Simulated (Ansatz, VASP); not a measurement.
# GeW in VASP and in Ansatz

```
Ge W
1.0
     0.00000    2.57761    2.57761
     2.57761    0.00000    2.57761
     2.57761    2.57761    0.00000
Ge W
1 1
Direct
  0.50000 0.50000 0.50000
  0.00000 0.00000 0.00000
```

Alike in both runs: task relaxation of cell and atoms; functional BLYP; dispersion D4; k mesh 9 × 9 × 9; occupations fermi-dirac, width 0.05 eV; no spin polarisation.

|  | VASP | Ansatz |
| --- | --- | --- |
| version | VASP 6.6.1 | Ansatz 0.2.0 |
| potentials or method | VASP PAW PBE potentials, release 64 (Ge_d, W_sv) | Ansatz PAW |
| plane-wave cutoff (eV) | 600 | 420 |
| valence electrons in the cell | 28 | 28 |

VASP gave:

```
gap on the k mesh at the Fermi level, each at its own relaxed structure (eV) : none
relaxed volume (Å³/atom)                                                     : 17.15
relaxed cell length with the largest relative difference (Å)                 : 3.647
```

**Question.** Which values does Ansatz return?

**Answer.** gap on the k mesh at the Fermi level, each at its own relaxed structure (eV): none; relaxed volume (Å³/atom): 17.07; relaxed cell length with the largest relative difference (Å): 3.641.

VASP's potentials were made for PBE, not for BLYP. A gap of «none» marks a metal or a gap that the smearing closes.

Spin-orbit coupling is off throughout. Noted on Ansatz's run: the plane-wave basis is chosen anew once the cell has moved, so the energies of steps on either side of that aren't comparable.
